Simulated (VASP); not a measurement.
# HC12 in VASP: further runs

Runs on HC12. Level: PBE+D3(BJ). Tasks: single point.

Program: VASP 6.6.1. These are calculated values, not measurements. Logs are shortened: lines on timing, memory, paths and dates and some standing lists are left out, and cuts for length are marked.

### Step 1. The cell of the first run

The cell holds a slab with vacuum, 13 atoms: a = 4.931 Å, b = 4.010 Å, c = 21.601 Å, α = 90.00°, β = 90.00°, γ = 90.00°.

### Step 2. Single point, PBE+D3(BJ), collinear spin

Input file INCAR:

```
SYSTEM = HC12
  ALGO = Normal
  DIPOL = 0.5 0.5 0.299
  EDIFF = 1E-7
  ENCUT = 520
  GGA = PE
  IDIPOL = 3
  ISIF = 2
  ISMEAR = 0
  ISPIN = 2
  IVDW = 12
  LASPH = .TRUE.
  LCHARG = .FALSE.
  LDIPOL = .TRUE.
  LORBIT = 11
  LREAL = .FALSE.
  LWAVE = .FALSE.
  MAGMOM = 0 0 0 0 0 0 0 0 0 0 0 0 1
  NBANDS = 40
  NELM = 150
  PREC = Accurate
  SIGMA = 0.05
```

Input file KPOINTS:

```
k-points
0
G
  6 7 1
  0 0 0
```

Input file POSCAR:

```
HC12
1.0
    4.9311586502      0.0000000000      0.0000000000
    0.0000000000      4.0098697767      0.0000000000
    0.0000000000      0.0000000000     21.6014232414
C H
12 1
Direct
    0.2500000000      0.3776970832      0.1851729840
    0.7500000000      0.3776970832      0.1851729840
    0.0000000000      0.4720802753      0.2130426460
    0.5000000000      0.4720802753      0.2130426460
    0.0000000000      0.6609562027      0.2688143161
    0.5000000000      0.6609562027      0.2688143161
    0.2500000000      0.7503681903      0.2962457608
    0.7500000000      0.7503681903      0.2962457608
    0.2500000000      0.9412921293      0.3552728042
    0.7500000000      0.9412921293      0.3552728042
    0.0000000000      0.0234303656      0.3796705036
    0.5000000000      0.0234303656      0.3796705036
    0.2500000000      0.5234303656      0.4954036186
```

Potentials or basis: VASP PAW PBE potentials, release 64 (C, H).

Command:

```
$ cat potpaw_PBE.64/C/POTCAR potpaw_PBE.64/H/POTCAR > POTCAR
$ mpirun -np 1 vasp_std > vasp.out
```

OUTCAR:

```text
SYSTEM = HC12
   EDIFF = 1E-7
   ENCUT = 520
   GGA = PE
   ISIF = 2
   ISMEAR = 0
   ISPIN = 2
   IVDW = 12
   LASPH = .TRUE.
   LORBIT = 11
   LREAL = .FALSE.
   NELM = 150
   PREC = Accurate
 IVDW          = 12

 ion  position               nearest neighbor table
   1  0.250  0.378  0.185-   3 1.42   4 1.42
   2  0.750  0.378  0.185-   3 1.42   4 1.42
   3  0.000  0.472  0.213-   5 1.42   2 1.42   1 1.42
   4  0.500  0.472  0.213-   6 1.42   2 1.42   1 1.42
   5  0.000  0.661  0.269-   7 1.41   8 1.41   3 1.42
   6  0.500  0.661  0.269-   7 1.41   8 1.41   4 1.42
   7  0.250  0.750  0.296-   5 1.41   6 1.41   9 1.49
   8  0.750  0.750  0.296-   5 1.41   6 1.41  10 1.49
   9  0.250  0.941  0.355-  11 1.38  12 1.38   7 1.49
  10  0.750  0.941  0.355-  11 1.38  12 1.38   8 1.49
  11  0.000  0.023  0.380-   9 1.38  10 1.38
  12  0.500  0.023  0.380-   9 1.38  10 1.38
  13  0.250  0.523  0.495-

  LATTYP: Found a simple orthorhombic cell.
 ALAT       =     4.0098697767
 B/A-ratio  =     1.2297553100
 C/A-ratio  =     5.3870635318

  Lattice vectors:

 A1 = (   0.0000000000,  -4.0098697767,   0.0000000000)
 A2 = (   4.9311586502,   0.0000000000,   0.0000000000)
 A3 = (   0.0000000000,   0.0000000000,  21.6014232414)

Analysis of symmetry for initial positions (statically):
=====================================================================
 Subroutine PRICEL returns:
 Original cell was already a primitive cell.

 Routine SETGRP: Setting up the symmetry group for a
 simple orthorhombic supercell.

 Subroutine GETGRP returns: Found  2 space group operations
 (whereof  1 operations were pure point group operations)
 out of a pool of  8 trial point group operations.

The static configuration has the point symmetry C_1 .
 The point group associated with its full space group is C_1h.

Analysis of symmetry for dynamics (positions and initial velocities):
=====================================================================
 Subroutine PRICEL returns:
 Original cell was already a primitive cell.

 Routine SETGRP: Setting up the symmetry group for a
 simple orthorhombic supercell.

 Subroutine GETGRP returns: Found  2 space group operations
 (whereof  1 operations were pure point group operations)
 out of a pool of  8 trial point group operations.

[... 195 lines left out ...]
      3     -18.1627      1.00000
      4     -18.1480      1.00000
      5     -18.1014      1.00000
      6     -16.4404      1.00000
[... 613 lines left out ...]
     35       4.2592      0.00000
     36       5.0109      0.00000
 Fermi energy:        -3.6539561267

 spin component 2

 k-point     1 :       0.0000    0.0000    0.0000
  band No.  band energies     occupation
      1     -22.3361      1.00000
      2     -20.5700      1.00000
      3     -18.1568      1.00000
      4     -18.1449      1.00000
      5     -18.0962      1.00000
      6     -16.4255      1.00000
[... 613 lines left out ...]
     35       5.1423      0.00000
     36       5.1973      0.00000
 [bands above 36 left out]

------------------------ aborting loop because EDIFF is reached ----------------------------------------

 vacuum level on the upper side and lower side of the slab       (xc-potential included)        -0.327         0.340

 Edisp (eV)   -1.32850

 E8    (eV) :    -0.3931

  FORCE on cell =-STRESS in cart. coord.  units (eV):
  Direction    XX          YY          ZZ          XY          YZ          ZX
  --------------------------------------------------------------------------------------
  -------------------------------------------------------------------------------------
  Total      -0.53870     0.25731     1.41561     0.00000     0.80310     0.00000
  in kB      -2.02069     0.96516     5.30999     0.00000     3.01243     0.00000
  external pressure =        1.42 kB  Pullay stress =        0.00 kB

 VOLUME and BASIS-vectors are now :
 -----------------------------------------------------------------------------
  energy-cutoff  :      520.00
  volume of cell :      427.13
      direct lattice vectors                 reciprocal lattice vectors
     4.931158650  0.000000000  0.000000000     0.202792096  0.000000000  0.000000000
     0.000000000  4.009869777  0.000000000     0.000000000  0.249384657  0.000000000
     0.000000000  0.000000000 21.601423241     0.000000000  0.000000000  0.046293246

 POSITION                                       TOTAL-FORCE (eV/Angst)
 -----------------------------------------------------------------------------------
      1.23279      1.51452      4.00000         0.000000      0.858764      1.477523
      3.69837      1.51452      4.00000         0.000000      0.855996      1.473000
      0.00000      1.89298      4.60202        -0.009718     -1.616681     -2.845036
      2.46558      1.89298      4.60202         0.009718     -1.616681     -2.845036
      0.00000      2.65035      5.80677        -0.016853      0.725294      1.325708
      2.46558      2.65035      5.80677         0.016853      0.725294      1.325708
      1.23279      3.00888      6.39933         0.000000      0.031639      0.028224
      3.69837      3.00888      6.39933         0.000000      0.008705      0.001803
      1.23279      3.77446      7.67440         0.000000      0.030038      0.020914
      3.69837      3.77446      7.67440         0.000000     -0.045007     -0.076057
      0.00000      0.09395      8.20142        -0.035497      0.038109      0.098008
      2.46558      0.09395      8.20142         0.035497      0.038109      0.098008
      1.23279      2.09889     10.70142         0.000000     -0.033581     -0.082769
 -----------------------------------------------------------------------------------
    total drift:                                0.000000     -0.000031     -0.000223

  FREE ENERGIE OF THE ION-ELECTRON SYSTEM (eV)
  ---------------------------------------------------
  free  energy   TOTEN  =      -100.2387864683 eV

  energy  without entropy=     -100.2254126769  energy(sigma->0) =     -100.23209957

 vacuum level on the upper side and lower side of the slab         2.285         2.967

 total charge

# of ion       s       p       d       tot
------------------------------------------
    1        0.910   1.522   0.000   2.432
    2        0.910   1.522   0.000   2.433
    3        0.869   1.763   0.000   2.632
    4        0.869   1.763   0.000   2.632
    5        0.876   1.775   0.000   2.651
    6        0.876   1.775   0.000   2.651
    7        0.872   1.733   0.000   2.605
    8        0.872   1.734   0.000   2.606
    9        0.871   1.781   0.000   2.651
   10        0.871   1.780   0.000   2.651
   11        0.917   1.592   0.000   2.509
   12        0.917   1.592   0.000   2.509
   13        0.374   0.000   0.000   0.374
--------------------------------------------------
tot         11.005  20.331   0.000  31.336

 magnetization (x)

# of ion       s       p       d       tot
------------------------------------------
    1       -0.000   0.001   0.000   0.001
    2       -0.002  -0.003   0.000  -0.004
    3       -0.000   0.000   0.000   0.000
    4       -0.000   0.000   0.000   0.000
    5       -0.000   0.001   0.000   0.001
    6       -0.000   0.001   0.000   0.001
    7       -0.001  -0.006   0.000  -0.007
    8        0.002   0.008   0.000   0.010
    9       -0.001   0.000   0.000  -0.001
   10        0.002   0.003   0.000   0.005
   11        0.003   0.015   0.000   0.018
   12        0.003   0.015   0.000   0.018
   13        0.372   0.000   0.000   0.372
--------------------------------------------------
tot          0.378   0.037   0.000   0.414
```

OSZICAR:

```text
N       E                     dE             d eps       ncg     rms          rms(c)
DAV:   1     0.374111668538E+03    0.37411E+03   -0.18593E+04  2568   0.944E+02
DAV:   2    -0.462949532036E+02   -0.42041E+03   -0.39645E+03  3784   0.229E+02
DAV:   3    -0.104219147324E+03   -0.57924E+02   -0.56236E+02  3272   0.877E+01
[... 37 lines left out ...]
DAV:  41    -0.989102853381E+02   -0.27332E-05   -0.39347E-07  2488   0.169E-03    0.167E-03
DAV:  42    -0.989102881018E+02   -0.27637E-05   -0.17070E-07  2256   0.127E-03    0.557E-04
DAV:  43    -0.989102897083E+02   -0.16065E-05   -0.54149E-08  2248   0.874E-04    0.500E-04
DAV:  44    -0.989102901450E+02   -0.43672E-06   -0.14652E-08  2160   0.532E-04    0.686E-04
DAV:  45    -0.989102902174E+02   -0.72377E-07   -0.13912E-08  2176   0.440E-04
   1 F= -.10023879E+03 E0= -.10023210E+03  d E =-.133738E-01  mag=     1.0369
```

Run time: 28 min. Hardware: 1 thread of Oxide Virtual Turin-like, shared host; peak memory 0.81 GiB.

What came out:

```yaml
Free_energy: -100.2388 eV
Largest_force: 3.272 eV/Å
Band_gap_on_the_k_mesh: 0.02 eV (least direct gap 0.05 eV)
Net_moment: 1.04 μB per cell
Site_moments: C +0.00, -0.00, -0.01, +0.01, +0.02 (each value once); H +0.37 μB
Valence_electrons_inside_the_program's_atomic_spheres: C 2.43, 2.63, 2.65, 2.60, 2.61, 2.51 (each value once); H 0.37
Dispersion_energy_per_atom: -0.102 eV
```

Forces on the atoms (eV/Å):
```
C    0.000  0.859  1.478
C    0.000  0.856  1.473
C   -0.010 -1.617 -2.845
C    0.010 -1.617 -2.845
C   -0.017  0.725  1.326
C    0.017  0.725  1.326
C    0.000  0.032  0.028
C    0.000  0.009  0.002
C    0.000  0.030  0.021
C    0.000 -0.045 -0.076
C   -0.035  0.038  0.098
C    0.035  0.038  0.098
H    0.000 -0.034 -0.083
```

Caveat: a moment this small can come from the mesh or the smearing.

(Part 1 of 3 ends here.)
